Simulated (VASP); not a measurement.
Te5Mo: single point with PBE

Te5Mo:

```
Te Mo
1.0
     7.56483    0.00000    0.00000
     0.00000    7.56483    0.00000
     0.00000    0.00000    3.43712
Te Mo
5 1
Cartesian
  2.2271 0.0000 1.7186
  5.3377 0.0000 1.7186
  0.0000 2.2271 1.7186
  0.0000 5.3377 1.7186
  3.7824 3.7824 1.7186
  0.0000 0.0000 0.0000
```

The cell was generated, and may not be a known phase.

| Quantity | Value |
| --- | --- |
| Program | VASP 6.6.1 |
| Task | single point |
| Functional | PBE |
| Potentials or basis | VASP PAW PBE potentials, release 64 (Te, Mo_sv) |
| Cutoff | 520 eV |
| k mesh | 2 × 2 × 6 |
| Occupations | gaussian, width 0.1 eV |
| Spin | collinear spin |
| Starting moments | [0.0, 0.0, 0.0, 0.0, 0.0, 1.0] μB |

```
Pressure                                              : 0.1 GPa
Largest force                                         : 0.017 eV/Å
Band gap on the k mesh                                : zero (filled and empty bands overlap)
Net moment                                            : 0.00 μB per cell
Valence electrons inside the program's atomic spheres : Te 3.32, 3.19 (each value once); Mo 12.39
```

Forces on the atoms (eV/Å):
```
Te   0.017  0.000  0.000
Te  -0.017  0.000  0.000
Te   0.000  0.017  0.000
Te   0.000 -0.017  0.000
Te   0.000  0.000  0.000
Mo   0.000  0.000  0.000
```

Stress tensor (GPa, compression positive):
```
 0.15  0.00  0.00
 0.00  0.15  0.00
 0.00  0.00 -0.09
```

Levels at points of the mesh, in eV from the Fermi level:
Spin up:
| k point | band 18 | band 19 | band 20 | band 21 | band 22 | band 23 | band 24 | band 25 | band 26 | band 27 |
| --- | --- | --- | --- | --- | --- | --- | --- | --- | --- | --- |
| (0.00, 0.00, 0.00) | -1.48 | -1.48 | -0.26 | 0.52 | 0.55 | 0.55 | 0.96 | 1.20 | 1.97 | 2.20 |
| (0.50, 0.00, 0.00) | -1.77 | -1.62 | -0.95 | -0.05 | 0.15 | 0.33 | 0.80 | 1.68 | 1.90 | 2.57 |
| (0.50, 0.50, 0.00) | -1.20 | -0.92 | -0.82 | -0.26 | -0.26 | 0.11 | 0.27 | 1.93 | 2.06 | 2.51 |
| (0.00, 0.00, 0.50) | -2.89 | -1.83 | -1.83 | -1.09 | -1.08 | 0.44 | 0.66 | 0.66 | 0.74 | 1.90 |
| (0.50, 0.00, 0.50) | -2.79 | -1.10 | -1.09 | -0.42 | -0.27 | -0.26 | 0.58 | 1.11 | 1.12 | 1.31 |
| (0.50, 0.50, 0.50) | -2.13 | -1.09 | -0.99 | -0.99 | 0.22 | 0.39 | 0.39 | 1.00 | 1.67 | 2.46 |
Spin down:
```
           k point  band 19  band 20  band 21  band 22  band 23  band 24  band 25  band 26
(0.00, 0.00, 0.00)    -1.48    -0.26     0.51     0.55     0.55     0.96     1.20     1.97
(0.50, 0.00, 0.00)    -1.62    -0.96    -0.05     0.15     0.33     0.79     1.68     1.90
(0.50, 0.50, 0.00)    -0.92    -0.82    -0.26    -0.26     0.10     0.27     1.93     2.06
(0.00, 0.00, 0.50)    -1.83    -1.83    -1.09    -1.08     0.44     0.66     0.66     0.74
(0.50, 0.00, 0.50)    -1.11    -1.09    -0.42    -0.27    -0.26     0.58     1.11     1.12
(0.50, 0.50, 0.50)    -1.09    -0.99    -0.99     0.22     0.39     0.39     1.00     1.67
```

Wall time 13 min on 1 thread of Intel Xeon 8259CL (shared host), peak memory 0.38 GiB.

Caveat: the k points lie up to 0.42 Å⁻¹ apart, too coarse for converged energies and pressures of a metal; spin-orbit coupling is left out, which moves the levels of the heavy elements.
